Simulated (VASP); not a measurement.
# Re (P6_3/mmc) in VASP: settings compared

The runs below take Re through single point, with HSE06, PBE.

Everything below comes from runs of VASP 6.6.1. Logs are shortened: lines on timing, memory, paths and dates and some standing lists are left out, and cuts for length are marked.

## Step 1: The cell of the first run

The structure is hexagonal, space group P6_3/mmc (No. 194). The conventional cell has a = 2.777 Å, b = 2.777 Å, c = 4.479 Å, α = 90.00°, β = 90.00°, γ = 120.00°. Re (site symmetry -6m2) has 12 Re at 2.75 to 2.78 Å within 3.6 Å.

## Step 2: Single point, HSE06

Contents of POSCAR:

```
Re
1.0
    2.7768706463      0.0000000000      0.0000000000
   -1.3884353231      2.4048405227      0.0000000000
    0.0000000000      0.0000000000      4.4788142388
Re
2
Direct
    0.3333333333      0.6666666667      0.2500000000
    0.6666666667      0.3333333333      0.7500000000
```

Contents of INCAR.step1:

```
SYSTEM = Re
PREC = Accurate ; ENCUT = 520
EDIFF = 1E-5 ; ISMEAR = -1
SIGMA = 0.1 ; LREAL = .False.
LASPH = .True. ; NELM = 100
ALGO = Normal ; ISIF = 2
LWAVE = .True. ; GGA = PE
NBANDS = 14
```

Contents of INCAR.step2:

```
SYSTEM = Re
PREC = Accurate ; ENCUT = 520
EDIFF = 1E-6 ; ISMEAR = -1
SIGMA = 0.1 ; LREAL = .False.
LASPH = .True. ; NELM = 100
ALGO = Normal ; ISIF = 2
LWAVE = .False. ; LCHARG = .True.
GGA = PE ; LHFCALC = .True.
HFSCREEN = 0.2079 ; PRECFOCK = Normal
LELF = .True. ; LVHAR = .True.
ISTART = 1 ; NBANDS = 14
```

Contents of KPOINTS:

```
regular mesh
0
Gamma
  7 7 4
  0 0 0
```

Potentials or basis: VASP PAW PBE potentials, release 64 (Re).

Started as:

```bash
$ cat potpaw_PBE.64/Re/POTCAR > POTCAR
$ cp INCAR.step1 INCAR
$ mpirun -np 1 vasp_std > vasp.out
$ cp INCAR.step2 INCAR
$ mpirun -np 1 vasp_std > vasp.out
```

OUTCAR:

```text
SYSTEM = Re
   PREC = Accurate
   ENCUT = 520
   EDIFF = 1E-6
   ISMEAR = -1
   LREAL = .False.
   LASPH = .True.
   NELM = 100
   ISIF = 2
   GGA = PE
   LHFCALC = .True.
   HFSCREEN = 0.2079
   PRECFOCK = Normal
   ISTART = 1

 ion  position               nearest neighbor table
   1  0.333  0.667  0.250-   2 2.75   2 2.75   2 2.75   2 2.75   2 2.75   2 2.75
   2  0.667  0.333  0.750-   1 2.75   1 2.75   1 2.75   1 2.75   1 2.75   1 2.75

  LATTYP: Found a hexagonal cell.
 ALAT       =     2.7768706463
 C/A-ratio  =     1.6128998464

  Lattice vectors:

 A1 = (   2.7768706463,   0.0000000000,   0.0000000000)
 A2 = (  -1.3884353231,   2.4048405227,   0.0000000000)
 A3 = (   0.0000000000,   0.0000000000,   4.4788142388)

Analysis of symmetry for initial positions (statically):
=====================================================================
 Subroutine PRICEL returns:
 Original cell was already a primitive cell.

 Routine SETGRP: Setting up the symmetry group for a
 hexagonal supercell.

 Subroutine GETGRP returns: Found 24 space group operations
 (whereof 12 operations were pure point group operations)
 out of a pool of 24 trial point group operations.

The static configuration has the point symmetry D_3d.
 The point group associated with its full space group is D_6h.

Analysis of symmetry for dynamics (positions and initial velocities):
=====================================================================
 Subroutine PRICEL returns:
 Original cell was already a primitive cell.

 Routine SETGRP: Setting up the symmetry group for a
 hexagonal supercell.

 Subroutine GETGRP returns: Found 24 space group operations
 (whereof 12 operations were pure point group operations)
 out of a pool of 24 trial point group operations.

The dynamic configuration has the point symmetry D_3d.
 The point group associated with its full space group is D_6h.

 Subroutine INISYM returns: Found 24 space group operations
 (whereof 12 operations are pure point group operations),
 and found     1 'primitive' translations

----------------------------------------------------------------------------------------

                                     Primitive cell

  volume of cell :      29.9092

  direct lattice vectors                    reciprocal lattice vectors
     2.776870646  0.000000000  0.000000000     0.360117603  0.207913995  0.000000000
[... 102 lines left out ...]
   IALGO  =     38    algorithm
   IMIX   =      1    mixing-type and parameters
     AMIX     =   0.40;   BMIX     =  1.00
     AMIX_MAG =   1.60;   BMIX_MAG =  1.00
  volume/ion in A,a.u.               =      14.95       100.92
  Fermi-wavevector in a.u.,A,eV,Ry     =   1.271108  2.402046 21.983151  1.615716
  Thomas-Fermi vector in A             =   2.404059
   LORBIT       =      0    0 simple, 1 ext, 2 COOP (PROOUT), +10 PAW based schemes
   GGA     = PE    functional components
   LHFCALC =     T    Hartree Fock is set to
   PRECFOCK=normal    Normal, Fast or Accurate (Low or Medium for compatibility)
   ENCUT4O =  -1.0   cutoff for four orbital integrals eV
   NKREDX  =     1    reduce k-point grid by
   NKREDY  =     1    reduce k-point grid by
   NKREDZ  =     1    reduce k-point grid by
   AEXX    =    0.2500 exact exchange contribution
   HFSCREEN=    0.2079 screening length (either q_TF or 0.3 A-1)
   HFSCREENC=   0.2079 screening length for correlation (either q_TF or 0.3 A-1)
   ENCUTFOCK=  -1.0 apply spherical cutoff to Coloumb kernel
   IVDW    =     0    specifies the selected vdW correction
   LEPSILON=     F    determine dielectric tensor
   LRPA    =     F    only Hartree local field effects (RPA)
 non-spin polarized calculation
  energy-cutoff  :      520.00
  volume of cell :       29.91
 maximum number of plane-waves:       821
 NGX is ok and might be reduce to    24
  NGX = 16; NGY = 16; NGZ = 28

 number of electron      14.0000061 magnetization

 Free energy of the ion-electron system (eV)
  ---------------------------------------------------
  ext. energy  EPLUGINS =         0.00000000
  ---------------------------------------------------
  free energy    TOTEN  =       -28.91651871 eV

  energy without entropy =      -28.86138722  energy(sigma->0) =      -28.88895296

 E-fermi :   7.3943     XC(G=0): -11.1018

 val. band max:        7.3168060755   @ k =   0.1429   0.0000   0.0000
 cond. band min:       7.4039361540   @ k =   0.2857   0.2857   0.5000
 fundamental gap:      0.0871300785
 Fermi energy:         7.3943071005

 k-point     1 :       0.0000    0.0000    0.0000
  band No.  band energies     occupation
      1      -3.5497      2.00000
      2      -0.0432      2.00000
      3       5.5894      2.00000
      4       5.5894      2.00000
      5       5.5930      2.00000
      6       6.4653      1.99982
      7       6.4653      1.99982
      8       7.5912      0.24508
      9       7.5912      0.24508
     10       7.7513      0.05479
     11      11.2253      0.00000
     12      11.2253      0.00000
     13      18.2747      0.00000
     14      22.5832      0.00000
[... 377 lines left out ...]
      1       1.8474      2.00000
      2       1.8474      2.00000
      3       3.4994      2.00000
      4       3.4995      2.00000
      5       4.8020      2.00000
      6       4.8020      2.00000
      7       7.4039      0.95189
      8       7.4040      0.95176
      9      11.5164      0.00000
     10      11.5164      0.00000
     11      16.1226      0.00000
     12      16.1226      0.00000
     13      19.3919      0.00000
     14      19.3920      0.00000

------------------------ aborting loop because EDIFF is reached ----------------------------------------

  FORCE on cell =-STRESS in cart. coord.  units (eV):
  Direction    XX          YY          ZZ          XY          YZ          ZX
  --------------------------------------------------------------------------------------
  -------------------------------------------------------------------------------------
  Total       -2.9281851     -2.9281851     -2.6901071     -0.0000000     -0.0000000      0.0000000
  in kB     -156.8570825   -156.8570825   -144.1037114     -0.0000000     -0.0000000      0.0000000
  external PRESSURE =    -152.6059588 kB  Pullay stress =       0.0000000 kB

 VOLUME and BASIS-vectors are now :
 -----------------------------------------------------------------------------
  energy-cutoff  :      520.00
  volume of cell :       29.91
      direct lattice vectors                 reciprocal lattice vectors
     2.776870646  0.000000000  0.000000000     0.360117603  0.207913995  0.000000000
    -1.388435323  2.404840523  0.000000000     0.000000000  0.415827990  0.000000000
     0.000000000  0.000000000  4.478814239     0.000000000  0.000000000  0.223273381

 POSITION                                       TOTAL-FORCE (eV/Angst)
 -----------------------------------------------------------------------------------
     -0.00000      1.60323      1.11970        -0.000000     -0.000000      0.000000
      1.38844      0.80161      3.35911         0.000000      0.000000     -0.000000
 -----------------------------------------------------------------------------------
    total drift:                               -0.000000      0.000000      0.000000

  FREE ENERGIE OF THE ION-ELECTRON SYSTEM (eV)
  ---------------------------------------------------
  free  energy   TOTEN  =       -28.9165187076 eV

  energy  without entropy=      -28.8613872216  energy(sigma->0) =      -28.88895296
```

OSZICAR.step1:

```text
N       E                     dE             d eps       ncg     rms          rms(c)
DAV:   1     0.213879155667E+02    0.21388E+02   -0.67805E+03  1344   0.124E+03
DAV:   2    -0.252243161542E+02   -0.46612E+02   -0.41366E+02  1088   0.284E+02
DAV:   3    -0.262601295291E+02   -0.10358E+01   -0.10187E+01  1076   0.427E+01
DAV:   4    -0.262693829047E+02   -0.92534E-02   -0.92455E-02  1022   0.275E+00
DAV:   5    -0.262695696445E+02   -0.18674E-03   -0.18673E-03  1070   0.772E-01    0.414E+01
DAV:   6    -0.252258385190E+02    0.10437E+01   -0.81798E-01  1152   0.256E+01    0.165E+01
DAV:   7    -0.248966491924E+02    0.32919E+00   -0.51762E-01  1152   0.197E+01    0.559E-01
DAV:   8    -0.248829865493E+02    0.13663E-01   -0.10454E-02  1256   0.150E+00    0.324E-01
DAV:   9    -0.248827722288E+02    0.21432E-03   -0.19998E-04  1108   0.142E-01    0.466E-02
DAV:  10    -0.248827923364E+02   -0.20108E-04   -0.35785E-05   992   0.431E-02    0.979E-03
DAV:  11    -0.248827936707E+02   -0.13343E-05   -0.33603E-07   516   0.228E-02
   1 F= -.24882794E+02 E0= -.24847872E+02  d E =-.698428E-01
```

It took 62 min on 1 thread of AMD EPYC 7R43 (Zen 3), shared host; peak memory 0.23 GiB.

Results:

* Free energy: -28.9165 eV
* Pressure: -15.3 GPa
* Band gap on the k mesh: zero (bands 7 and 8 overlap by 3.04 eV)

Levels at points of the mesh, in eV from the Fermi level:
| k point | band 5 | band 6 | band 7 | band 8 | band 9 | band 10 |
| --- | --- | --- | --- | --- | --- | --- |
| (0.00, 0.00, 0.00) | -1.80 | -0.93 | -0.93 | 0.20 | 0.20 | 0.36 |
| (0.00, 0.00, 0.50) | -2.03 | -2.03 | -2.03 | -2.03 | 2.96 | 2.96 |

Caveat: the k points lie up to 0.37 Å⁻¹ apart, too coarse for converged energies and pressures of a metal; the PAW data sets were made with another functional, which shifts forces and pressure a little; spin-orbit coupling is left out, which moves the levels of the heavy elements.

## Step 3: Single point, PBE

Contents of INCAR:

```
ALGO = Normal ; EDIFF = 1E-6
ENCUT = 560 ; GGA = PE
GGA_COMPAT = False ; ISIF = 2
ISMEAR = 1 ; LASPH = True
LCHARG = True ; LELF = True
LREAL = False ; LVHAR = True
LWAVE = False ; NBANDS = 22
NELM = 120 ; PREC = Accurate
SIGMA = 0.01
```

Contents of KPOINTS:

```
k-points
0
Gamma
  13 13 7
```

Contents of POSCAR:

```
Re
1.0
    2.7768706464      0.0000000000      0.0000000000
   -1.3884353232      2.4048405228      0.0000000000
    0.0000000000      0.0000000000      4.4788142384
Re
2
Direct
    0.3333333333      0.6666666667      0.2500000000
    0.6666666667      0.3333333333      0.7500000000
```

Potentials or basis: VASP PAW PBE potentials, release 64 (Re_sv_GW).

Started as:

```bash
$ cat potpaw_PBE.64/Re_sv_GW/POTCAR > POTCAR
$ mpirun -np 1 vasp_std > vasp.out
```

It took 51 s on 1 thread of AMD EPYC 7R13 (Zen 3), shared host; peak memory 0.17 GiB.

Results (log left out):

* Free energy: -28.1130 eV
* Pressure: -1.7 GPa
* Band gap on the k mesh: zero (bands 15 and 16 overlap by 2.68 eV)

Stress tensor (GPa, compression positive):
```
-1.82  0.00  0.00
 0.00 -1.82  0.00
 0.00  0.00 -1.33
```

Levels at points of the mesh, in eV from the Fermi level:
| k point | band 12 | band 13 | band 14 | band 15 | band 16 | band 17 | band 18 | band 19 |
| --- | --- | --- | --- | --- | --- | --- | --- | --- |
| (0.00, 0.00, 0.00) | -1.48 | -1.46 | -0.66 | -0.66 | 0.24 | 0.24 | 0.64 | 3.36 |

Caveat: spin-orbit coupling is left out, which moves the levels of the heavy elements.

The gap in the log of VASP goes by the Fermi energy; the results here count the filled bands.